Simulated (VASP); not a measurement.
The system is GaAs.

```
As Ga
1.0
     3.99777    0.00000    0.00000
     1.99888    3.46217    0.00000
     1.99888    1.15406    3.26417
As Ga
1 1
Cartesian
  5.9967 3.4622 2.4481
  0.0000 0.0000 0.0000
```

Base run:

```yaml
Program: VASP 6.6.1
Functional: PBE
Potentials_or_basis: VASP PAW PBE potentials, release 64 (As, Ga_d)
Cutoff: 520 eV
k_mesh: 8 × 8 × 8
Occupations: gaussian, width 0.05 eV
Spin: no spin polarisation
```

Its results: band gap on the k mesh 0.52 eV, direct; pressure 3.5 GPa.

**Question.** The run is repeated on the same cell with these changes: functional from PBE to LDA; potentials or basis from VASP PAW PBE potentials, release 64 (As, Ga_d) to VASP PAW LDA potentials, release 64 (As, Ga_d). What comes out?

**Answer.** Band gap on the k mesh 0.33 eV, direct; pressure -1.6 GPa.

A k mesh can miss the band edges.
